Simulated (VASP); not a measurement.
# Ca (Fm-3m) in VASP: further runs

The runs below take Ca through single point, with PBEsol, PBE.

Everything below comes from runs of VASP 6.6.1. Logs are shortened: lines on timing, memory, paths and dates and some standing lists are left out, and cuts for length are marked.

## 1. The cell of the first run

It takes space group Fm-3m (No. 225, cubic). The conventional cell has a = 5.455 Å, b = 5.455 Å, c = 5.455 Å, α = 90.00°, β = 90.00°, γ = 90.00°. Ca (site symmetry m-3m) has 12 Ca at 3.86 Å within 5.1 Å.

## 2. Single point, PBEsol

INCAR

```
SYSTEM = Ca
PREC = Accurate ; ENCUT = 520
EDIFF = 1E-7 ; ISMEAR = 1
SIGMA = 0.1 ; LREAL = .FALSE.
LASPH = .TRUE. ; NELM = 100
ALGO = Normal ; ISIF = 2
LWAVE = .FALSE. ; LCHARG = .FALSE.
GGA = PS ; NBANDS = 11
```

KPOINTS

```
regular mesh
0
G
  17 17 17
  0 0 0
```

POSCAR

```
Ca
1.0
    0.0000000000      2.7275075292      2.7275075292
    2.7275075292      0.0000000000      2.7275075292
    2.7275075292      2.7275075292      0.0000000000
Ca
1
Direct
    0.0000000000      0.0000000000      0.0000000000
```

Potentials or basis: VASP PAW PBE potentials, release 64 (Ca_sv).

Command:

```
$ cat potpaw_PBE.64/Ca_sv/POTCAR > POTCAR
$ mpirun -np 1 vasp_std > vasp.out
```

OUTCAR:

```text
SYSTEM = Ca
   PREC = Accurate
   ENCUT = 520
   EDIFF = 1E-7
   ISMEAR = 1
   LREAL = .FALSE.
   LASPH = .TRUE.
   NELM = 100
   ISIF = 2
   GGA = PS

 ion  position               nearest neighbor table
   1  0.000  0.000  0.000-

  LATTYP: Found a face centered cubic cell.
 ALAT       =     5.4550150584

  Lattice vectors:

 A1 = (   0.0000000000,   2.7275075292,   2.7275075292)
 A2 = (   2.7275075292,   0.0000000000,   2.7275075292)
 A3 = (   2.7275075292,   2.7275075292,   0.0000000000)

Analysis of symmetry for initial positions (statically):
=====================================================================
 Subroutine PRICEL returns:
 Original cell was already a primitive cell.

 Routine SETGRP: Setting up the symmetry group for a
 face centered cubic supercell.

 Subroutine GETGRP returns: Found 48 space group operations
 (whereof 48 operations were pure point group operations)
 out of a pool of 48 trial point group operations.

The static configuration has the point symmetry O_h .

Analysis of symmetry for dynamics (positions and initial velocities):
=====================================================================
 Subroutine PRICEL returns:
 Original cell was already a primitive cell.

 Routine SETGRP: Setting up the symmetry group for a
 face centered cubic supercell.

 Subroutine GETGRP returns: Found 48 space group operations
 (whereof 48 operations were pure point group operations)
 out of a pool of 48 trial point group operations.

The dynamic configuration has the point symmetry O_h .

 Subroutine INISYM returns: Found 48 space group operations
 (whereof 48 operations are pure point group operations),
 and found     1 'primitive' translations

----------------------------------------------------------------------------------------

                                     Primitive cell

  volume of cell :      40.5815

  direct lattice vectors                    reciprocal lattice vectors
     0.000000000  2.727507529  2.727507529    -0.183317551  0.183317551  0.183317551
     2.727507529  0.000000000  2.727507529     0.183317551 -0.183317551  0.183317551
     2.727507529  2.727507529  0.000000000     0.183317551  0.183317551 -0.183317551

  length of vectors
     3.857278139  3.857278139  3.857278139     0.317515312  0.317515312  0.317515312

  position of ions in fractional coordinates (direct lattice)
     0.000000000  0.000000000  0.000000000

  ion indices of the primitive-cell ions
   primitive index   ion index
                 1           1

----------------------------------------------------------------------------------------

 KPOINTS: regular mesh

Automatic generation of k-mesh.
 Grid dimensions read from file:
 generate k-points for:   17   17   17

 Generating k-lattice:

  Cartesian coordinates                     Fractional coordinates (reciprocal lattice)
    -0.010783385  0.010783385  0.010783385     0.058823529  0.000000000  0.000000000
     0.010783385 -0.010783385  0.010783385     0.000000000  0.058823529  0.000000000
     0.010783385  0.010783385 -0.010783385     0.000000000  0.000000000  0.058823529

  Length of vectors
     0.018677371  0.018677371  0.018677371

  Shift w.r.t. Gamma in fractional coordinates (k-lattice)
     0.000000000  0.000000000  0.000000000

 Subroutine IBZKPT returns following result:
 ===========================================

 Found    165 irreducible k-points:

 Following reciprocal coordinates:
            Coordinates               Weight
  0.000000  0.000000  0.000000      1.000000
  0.058824  0.000000  0.000000      8.000000
  0.117647  0.000000  0.000000      8.000000
  0.176471  0.000000  0.000000      8.000000
  0.235294  0.000000  0.000000      8.000000
  0.294118  0.000000  0.000000      8.000000
[... 16 lines left out ...]
 -0.176471  0.058824  0.000000     24.000000
 -0.117647  0.058824  0.000000     24.000000
 [... further k-points ...]
   k-points           NKPTS =    165   k-points in BZ     NKDIM =    165   number of bands    NBANDS=     11
   number of dos      NEDOS =    301   number of ions     NIONS =      1
   total plane-waves  NPLWV =  27000
   dimension x,y,z NGX =    30 NGY =   30 NGZ =   30
   dimension x,y,z NGXF=    60 NGYF=   60 NGZF=   60
   ions per type =               1
   NGX,Y,Z   is equivalent  to a cutoff of  12.93, 12.93, 12.93 a.u.
   NGXF,Y,Z  is equivalent  to a cutoff of  25.86, 25.86, 25.86 a.u.
 SYSTEM =  Ca
   PREC   = accura    normal or accurate (medium, high low for compatibility)
   ISTART =      0    job   : 0-new  1-cont  2-samecut
   ICHARG =      2    charge: 1-file 2-atom 10-const
   ISPIN  =      1    spin polarized calculation?
   LNONCOLLINEAR =      F non collinear calculations
   LSORBIT =      F    spin-orbit coupling
   LASPH  =      T    aspherical Exc in radial PAW
   ENCUT  =  520.0 eV  38.22 Ry    6.18 a.u.   7.17  7.17  7.17*2*pi/ulx,y,z
   NELM   =    100;   NELMIN=  2; NELMDL= -5     # of ELM steps
   EDIFF  = 0.1E-06   stopping-criterion for ELM
   LREAL  =      F    real-space projection
   EDIFFG = 0.1E-05   stopping-criterion for IOM
   NSW    =      0    number of steps for IOM
   IBRION =     -1    ionic relax: 0-MD 1-quasi-New 2-CG
   NFREE  =      0    steps in history (QN), initial steepest desc. (CG)
   ISIF   =      2    stress and relaxation
   ISYM   =      2    0-nonsym 1-usesym 2-fastsym
   POTIM  = 0.5000    time-step for ionic-motion
   TEBEG  =    0.0;   TEEND  =   0.0 temperature during run
   PSTRESS=    0.0 pullay stress
   NELECT =      10.0000    total number of electrons
   NUPDOWN=      -1.0000    fix difference up-down
   EMIN   =  10.00;   EMAX   =-10.00  energy-range for DOS
   EFERMI =   0.00;   METHOD = LEGACY
   ISMEAR =     1;   SIGMA  =   0.10  broadening in eV -4-tet -1-fermi 0-gaus
   EFERMI_NEDOS =   21; number of points for ismear=-14 and -15
   IALGO  =     38    algorithm
   IMIX   =      4    mixing-type and parameters
     AMIX     =   0.40;   BMIX     =  1.00
     AMIX_MAG =   1.60;   BMIX_MAG =  1.00
  volume/ion in A,a.u.               =      40.58       273.86
  Fermi-wavevector in a.u.,A,eV,Ry     =   1.026358  1.939535 14.332523  1.053411
  Thomas-Fermi vector in A             =   2.160247
   LORBIT       =      0    0 simple, 1 ext, 2 COOP (PROOUT), +10 PAW based schemes
   GGA     = PS    functional components
   LHFCALC =     F    Hartree Fock is set to
   AEXX    =    0.0000 exact exchange contribution
   IVDW    =     0    specifies the selected vdW correction
   LEPSILON=     F    determine dielectric tensor
   LRPA    =     F    only Hartree local field effects (RPA)
 non-spin polarized calculation
 Methfessel and Paxton  Order N= 1 SIGMA  =   0.10
  energy-cutoff  :      520.00
  volume of cell :       40.58
 maximum number of plane-waves:      1105
 NGX is ok and might be reduce to    30
   NGX = 15   NGY = 15   NGZ = 15

 number of electron      10.0000002 magnetization

 Free energy of the ion-electron system (eV)
  ---------------------------------------------------
  ext. energy  EPLUGINS =         0.00000000
  ---------------------------------------------------
  free energy    TOTEN  =        -2.13320281 eV

  energy without entropy =       -2.13224790  energy(sigma->0) =       -2.13288451

 E-fermi :   2.0425     XC(G=0):  -7.9357

 val. band max:        2.0420023879   @ k =  -0.4118   0.2353   0.0000
 cond. band min:       2.0490087220   @ k =  -0.4706   0.1765   0.0000
 fundamental gap:      0.0070063341
 Fermi energy:         2.0425421164

 k-point     1 :       0.0000    0.0000    0.0000
  band No.  band energies     occupation
      1     -39.7090      2.00000
      2     -20.6954      2.00000
      3     -20.6954      2.00000
      4     -20.6954      2.00000
      5      -2.0584      2.00000
      6       4.4211      0.00000
      7       4.4211      0.00000
      8       4.4211      0.00000
      9       5.5507      0.00000
     10       5.5507      0.00000
     11      11.3432      0.00000

 k-point     2 :       0.0588    0.0000    0.0000
  band No.  band energies     occupation
      1     -39.7085      2.00000
      2     -20.7010      2.00000
      3     -20.6962      2.00000
      4     -20.6962      2.00000
      5      -1.9970      2.00000
      6       4.3532      0.00000
      7       4.4456      0.00000
      8       4.4456      0.00000
      9       5.5286      0.00000
     10       5.5286      0.00000
     11      11.4273      0.00000

 k-point     3 :       0.1176    0.0000    0.0000
  band No.  band energies     occupation
      1     -39.7069      2.00000
      2     -20.7170      2.00000
      3     -20.6983      2.00000
      4     -20.6983      2.00000
      5      -1.8148      2.00000
      6       4.1647      0.00000
      7       4.5076      0.00000
      8       4.5076      0.00000
      9       5.4797      0.00000
     10       5.4797      0.00000
     11      11.5587      0.00000

 k-point     4 :       0.1765    0.0000    0.0000
  band No.  band energies     occupation
      1     -39.7044      2.00000
      2     -20.7411      2.00000
      3     -20.7016      2.00000
      4     -20.7016      2.00000
      5      -1.5186      2.00000
      6       3.8896     -0.00000
      7       4.5687      0.00000
      8       4.5687      0.00000
      9       5.4559      0.00000
     10       5.4559      0.00000
     11      10.8650      0.00000
[... 239 lines left out ...]
 k-point    22 :      -0.2353    0.0588    0.0000
  band No.  band energies     occupation
      1     -39.7000      2.00000
      2     -20.7804      2.00000
      3     -20.7128      2.00000
      4     -20.7053      2.00000
      5      -0.9171      2.00000
      6       3.4339     -0.00000
      7       4.4878      0.00000
      8       4.6169      0.00000
      9       5.3968      0.00000
     10       5.7468      0.00000
     11       9.6543      0.00000

 k-point    23 :      -0.1765    0.0588    0.0000
  band No.  band energies     occupation
      1     -39.7030      2.00000
      2     -20.7518      2.00000
      3     -20.7082      2.00000
      4     -20.7013      2.00000
      5      -1.3446      2.00000
      6       3.7613     -0.00000
      7       4.5322      0.00000
      8       4.6379      0.00000
      9       5.2995      0.00000
     10       5.6107      0.00000
     11      10.5764      0.00000

 k-point    24 :      -0.1176    0.0588    0.0000
  band No.  band energies     occupation
      1     -39.7057      2.00000
      2     -20.7267      2.00000
      3     -20.7037      2.00000
      4     -20.6983      2.00000
      5      -1.6751      2.00000
      6       4.0418     -0.00000
      7       4.5187      0.00000
      8       4.5706      0.00000
      9       5.3432      0.00000
     10       5.5578      0.00000
     11      11.4807      0.00000

 [... further k-points ...]

------------------------ aborting loop because EDIFF is reached ----------------------------------------

  FORCE on cell =-STRESS in cart. coord.  units (eV):
  Direction    XX          YY          ZZ          XY          YZ          ZX
  --------------------------------------------------------------------------------------
  -------------------------------------------------------------------------------------
  Total        0.0021292      0.0021292      0.0021292      0.0000000     -0.0000000      0.0000000
  in kB        0.0840600      0.0840600      0.0840600      0.0000000     -0.0000000      0.0000000
  external PRESSURE =       0.0840600 kB  Pullay stress =       0.0000000 kB

 VOLUME and BASIS-vectors are now :
 -----------------------------------------------------------------------------
  energy-cutoff  :      520.00
  volume of cell :       40.58
      direct lattice vectors                 reciprocal lattice vectors
     0.000000000  2.727507529  2.727507529    -0.183317551  0.183317551  0.183317551
     2.727507529  0.000000000  2.727507529     0.183317551 -0.183317551  0.183317551
     2.727507529  2.727507529  0.000000000     0.183317551  0.183317551 -0.183317551

 POSITION                                       TOTAL-FORCE (eV/Angst)
 -----------------------------------------------------------------------------------
      0.00000      0.00000      0.00000         0.000000     -0.000000     -0.000000
 -----------------------------------------------------------------------------------
    total drift:                               -0.000000     -0.000000     -0.000000

  FREE ENERGIE OF THE ION-ELECTRON SYSTEM (eV)
  ---------------------------------------------------
  free  energy   TOTEN  =        -2.1332028114 eV

  energy  without entropy=       -2.1322479025  energy(sigma->0) =       -2.13288451
```

It took 50 s on 1 thread of Oxide Virtual Turin-like, shared host; peak memory 0.19 GiB.

What came out:

```yaml
Free_energy: -2.1332 eV
Pressure: 0.0 GPa
Band_gap_on_the_k_mesh: zero (bands 5 and 6 overlap by 0.25 eV)
```

Levels at points of the mesh, in eV from the Fermi level:
| k point | band 1 | band 2 | band 3 | band 4 | band 5 | band 6 | band 7 | band 8 | band 9 | band 10 |
| --- | --- | --- | --- | --- | --- | --- | --- | --- | --- | --- |
| (0.00, 0.00, 0.00) | -41.75 | -22.74 | -22.74 | -22.74 | -4.10 | 2.38 | 2.38 | 2.38 | 3.51 | 3.51 |

Caveat: the PAW data sets were made with another functional, which shifts forces and pressure a little.

(Continued in part 2 of 2.)
